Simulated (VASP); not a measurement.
Write the native input for VASP 6.6.1 that does the following.

- Task: density of states
- Functional: PBE
- Potentials or basis: VASP PAW PBE potentials, release 64 (Pb_d, S)
- Cutoff: 520 eV
- k mesh: 11 × 11 × 11
- Occupations: fermi-dirac, width 0.1 eV
- Spin: no spin polarisation
- Dipole correction: no
- k mesh for the DOS: 17 × 17 × 17
- Occupations for the DOS: tetrahedron
- Further INCAR settings: ALGO = Normal; EDIFF = 1e-07

PbS (CsCl type):

```xyz
2
Lattice="2.9919 0.0000 0.0000 0.0000 2.9919 0.0000 0.0000 0.0000 2.9919" Properties=species:S:1:pos:R:3 pbc="T T T"
Pb    0.0000    0.0000    0.0000
S     1.4960    1.4960    1.4960
```

This cell differs from its parent crystal: volume scaled by 0.55.

These files were run (other wordings do the same):

POSCAR

```
PbS
1.0
    2.9919464795      0.0000000000      0.0000000000
    0.0000000000      2.9919464795      0.0000000000
    0.0000000000      0.0000000000      2.9919464795
Pb S
1 1
Direct
    0.0000000000      0.0000000000      0.0000000000
    0.5000000000      0.5000000000      0.5000000000
```

INCAR.step1

```
SYSTEM = PbS
PREC = Accurate
ENCUT = 520
EDIFF = 1E-7
ISMEAR = -1
SIGMA = 0.1
LREAL = .False.
LASPH = .True.
NELM = 60
ALGO = Normal
ISIF = 2
LWAVE = .False.
LCHARG = .True.
GGA = PE
NBANDS = 17
```

KPOINTS.step1

```
regular mesh
0
Gamma
  11 11 11
  0 0 0
```

INCAR.step2

```
SYSTEM = PbS
PREC = Accurate
ENCUT = 520
EDIFF = 1E-7
ISMEAR = -5
SIGMA = 0.1
LREAL = .False.
LASPH = .True.
NELM = 60
ALGO = Normal
ISIF = 2
LWAVE = .False.
LCHARG = .False.
GGA = PE
LORBIT = 11
NEDOS = 2001
ICHARG = 11
```

KPOINTS.step2

```
regular mesh
0
Gamma
  17 17 17
  0 0 0
```

Potentials or basis: VASP PAW PBE potentials, release 64 (Pb_d, S).

Run with:

```sh
$ cat potpaw_PBE.64/Pb_d/POTCAR potpaw_PBE.64/S/POTCAR > POTCAR
$ cp INCAR.step1 INCAR
$ cp KPOINTS.step1 KPOINTS
$ mpirun -np 1 vasp_std > vasp.out
$ cp INCAR.step2 INCAR
$ cp KPOINTS.step2 KPOINTS
$ mpirun -np 1 vasp_std > vasp.out
```

It gave:

The valence electrons inside the program's atomic spheres are Pb 12.42; S 3.90.

Caveat: spin-orbit coupling is left out, which moves the levels of the heavy elements.

Run time: 30 s on 1 thread of Intel Xeon 6975P-C, with other jobs on the host, peak memory 0.18 GiB.
